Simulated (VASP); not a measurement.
Ta2Bi:

```xyz
6
Lattice="5.0286 0.0000 0.0000 -2.5143 4.3549 0.0000 0.0000 0.0000 6.0057" Properties=species:S:1:pos:R:3 pbc="T T T"
Ta    0.0000    0.0000    0.0000
Ta    0.0000    0.0000    3.0028
Ta   -0.0003    2.9034    4.5042
Ta    2.5140    1.4515    1.5014
Bi   -0.0003    2.9034    1.5014
Bi    2.5140    1.4515    4.5042
```

- Program: VASP 6.6.1
- Task: relaxation of cell and atoms
- Functional: PBEsol
- Potentials or basis: VASP PAW PBE potentials, release 64 (Ta_pv, Bi_d)
- Cutoff: 600 eV
- k mesh: 4 × 4 × 3
- Occupations: fermi-dirac, width 0.0109 eV
- Spin: no spin polarisation

At the start: pressure -12.7 GPa; volume 21.92 Å³/atom.

Task: Where does the relaxation end?

Result: Over 10 steps the energy falls by 103.3 meV/atom and the volume is 19.79 Å³/atom (-9.7 %); space group P6_3/mmc (No. 194, to 0.1 Å) before and after.

The path:
```
step  energy change (eV)  largest force (eV/Å)  pressure (GPa)  volume (Å³)
   1              0.0000                0.0022          -12.65       131.52
   2              1.2087                0.0032           36.82       101.15
   3             -0.6131                0.0027           -0.60       119.12
   4             -0.6152                0.0027            0.08       118.59
   5             -0.6153                0.0028            0.40       118.34
   6             -0.6173                0.0011            0.09       118.73
   7             -0.6196                0.0017            0.22       118.57
   8             -0.6196                0.0016            0.20       118.57
   9             -0.6196                0.0013           -0.26       118.93
  10             -0.6197                0.0016           -0.01       118.74
```

Final structure:
```yaml
crystal:
  lattice:
    - [4.90561, 0.00000, 0.00000]
    - [-2.45280, 4.24851, 0.00000]
    - [0.00000, 0.00000, 5.69704]
  atoms:
    - { symbol: Ta, position: [0.99999, 0.00000, 0.00000] }
    - { symbol: Ta, position: [0.99999, 0.00000, 0.50000] }
    - { symbol: Ta, position: [0.33330, 0.66670, 0.75000] }
    - { symbol: Ta, position: [0.66660, 0.33330, 0.25000] }
    - { symbol: Bi, position: [0.33329, 0.66667, 0.25000] }
    - { symbol: Bi, position: [0.66662, 0.33333, 0.75000] }
```

Caveat: the k points lie up to 0.37 Å⁻¹ apart in the final cell, too coarse for converged energies and pressures of a metal; the PAW data sets were made with another functional, which shifts forces and pressure a little.
